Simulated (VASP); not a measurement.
Wanted: the native input for a VASP 6.6.1 run.

```
Task                   : single point
Functional             : PBE
Potentials or basis    : VASP PAW PBE potentials, release 64 (Cu)
Cutoff                 : 520 eV
k mesh                 : 12 × 12 × 17
Occupations            : fermi-dirac, width 0.1 eV
Spin                   : no spin polarisation
Dipole correction      : no
Further INCAR settings : ALGO = Normal; EDIFF = 1e-06; NBANDS = 24
```

The structure of Cu lies in POSCAR:

```
Cu
1.0
    4.1261809374      0.0000000000      0.0000000000
   -2.0630904687      3.5733775124      0.0000000000
    0.0000000000      0.0000000000      2.4784238216
Cu
3
Direct
    0.0000000000      0.0000000000      0.0000000000
    0.3333333333      0.6666666667      0.5000000000
    0.6666666667      0.3333333333      0.5000000000
```

The input as run:

INCAR

```
PREC = Accurate ; ENCUT = 520
EDIFF = 1E-6 ; ISMEAR = -1
SIGMA = 0.1 ; LREAL = F
LASPH = T ; NELM = 100
ALGO = Normal ; ISIF = 2
LWAVE = F ; LCHARG = F
GGA = PE ; NBANDS = 24
```

KPOINTS

```
Automatic mesh
0
Gamma
  12 12 17
```

Potentials or basis: VASP PAW PBE potentials, release 64 (Cu).

Launch:

```bash
$ cat potpaw_PBE.64/Cu/POTCAR > POTCAR
$ mpirun -np 1 vasp_std > vasp.out
```

Results of the run:

```
Pressure : 0.8 GPa
```

Run time: 69 s on 1 thread of AMD EPYC 9R45 96-Core Processor (Zen 5) (shared host), peak memory 0.2 GiB.
